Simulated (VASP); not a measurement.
**Ge: single point with r2SCAN**

Ge:

```
Ge
1.0
     0.00000    2.83687    2.83687
     2.99120    0.00000    2.83687
     2.99120    2.83687    0.00000
Ge
2
Direct
  0.00000 0.00000 0.00000
  0.25000 0.25000 0.25000
```

This cell differs from its parent crystal: uniaxial x strain +5.4%.

- Program: VASP 6.6.1
- Task: single point
- Functional: r2SCAN
- Potentials or basis: VASP PAW PBE potentials, release 64 (Ge_d)
- Cutoff: 520 eV
- k mesh: 8 × 8 × 8
- Occupations: fermi-dirac, width 0.02 eV
- Spin: no spin polarisation

| Item | Value |
| --- | --- |
| Pressure | -3.2 GPa |
| Band gap on the k mesh | zero (filled and empty bands touch) |

Stress tensor (GPa, compression positive):
```
-6.15  0.00  0.00
 0.00 -1.72  0.00
 0.00  0.00 -1.72
```

Levels at points of the mesh, in eV from the Fermi level:
| k point | band 11 | band 12 | band 13 | band 14 | band 15 | band 16 | band 17 | band 18 |
| --- | --- | --- | --- | --- | --- | --- | --- | --- |
| (0.00, 0.00, 0.00) | -12.97 | -0.43 | -0.34 | 0.01 | 0.01 | 2.47 | 2.47 | 2.75 |
| (0.50, 0.00, 0.00) | -10.92 | -7.72 | -1.76 | -1.28 | 0.06 | 3.74 | 3.97 | 7.48 |
| (0.50, 0.50, 0.00) | -9.04 | -9.04 | -3.26 | -3.26 | 0.76 | 0.76 | 9.31 | 9.31 |
| (0.00, 0.50, 0.50) | -9.28 | -9.28 | -2.90 | -2.90 | 1.20 | 1.20 | 9.38 | 9.38 |

Wall time 2.9 min on 1 thread of Intel(R) Xeon(R) Platinum 8259CL CPU @ 2.50GHz (Skylake/Cascade Lake) (shared host), peak memory 0.2 GiB.

Caveat: the cell differs from its parent crystal (uniaxial x strain +5.4%); the cell stands under tension; semilocal functionals underestimate gaps, so a narrow gap can read as zero; the PAW data sets were made with another functional, which shifts forces and pressure a little.
